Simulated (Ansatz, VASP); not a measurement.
# Two plane-wave programs on Cs

INCAR

```
SYSTEM = Cs
ALGO = Normal
EDIFF = 1E-6
ENCUT = 520
GGA = PE
ISIF = 2
ISMEAR = -1
LASPH = .True.
LCHARG = .True.
LELF = .True.
LREAL = .False.
LVHAR = .True.
LWAVE = .False.
NBANDS = 10
NELM = 80
PREC = Accurate
SIGMA = 0.1
```

The input KPOINTS:

```
k-points
0
Gamma
  12 12 12
  0 0 0
```

POSCAR

```
Cs
1.0
   -3.1176479867      3.1176479867      3.1176479867
    3.1176479867     -3.1176479867      3.1176479867
    3.1176479867      3.1176479867     -3.1176479867
Cs
1
Direct
    0.0000000000      0.0000000000      0.0000000000
```

Input for Ansatz:

```yaml
crystal:
  lattice:
    - [-3.1176479867, 3.1176479867, 3.1176479867]
    - [3.1176479867, -3.1176479867, 3.1176479867]
    - [3.1176479867, 3.1176479867, -3.1176479867]
  atoms:
    - { symbol: Cs, position: [0.0, 0.0, 0.0] }
hamiltonian:
  xc: pbe
  pseudopotentials:
    kind: paw
    azcp:
      Cs: "pseudopotentials/Cs.paw.azcp"
basis:
  ecutwfc: 420
  fft_grid_basis: typed
kpoints:
  mp_grid: { grid: [12, 12, 12], shift: [0, 0, 0] }
magnetization:
  spin_polarized: false
scf:
  occupations: { method: fermi_dirac, width: 0.1 }
output:
  stress: true
```

Alike in both runs: task single point; functional PBE; k mesh 12 × 12 × 12; occupations fermi-dirac, width 0.1 eV; no spin polarisation.

|  | VASP | Ansatz |
| --- | --- | --- |
| version | VASP 6.6.1 | Ansatz 0.2.0 |
| potentials or method | VASP PAW PBE potentials, release 64 (Cs_sv), cutoff 520 eV | plane waves (420 eV) with PAW, scalar-relativistic |
| valence electrons in the cell | 9 | 9 |

|  | VASP | Ansatz | Ansatz less VASP |
| --- | --- | --- | --- |
| pressure (GPa) | -0.1 | -0.1 | +0.01 |

The functional is the same, so the differences come from potentials, cutoffs and numerics.

Neither program's run includes spin-orbit coupling.
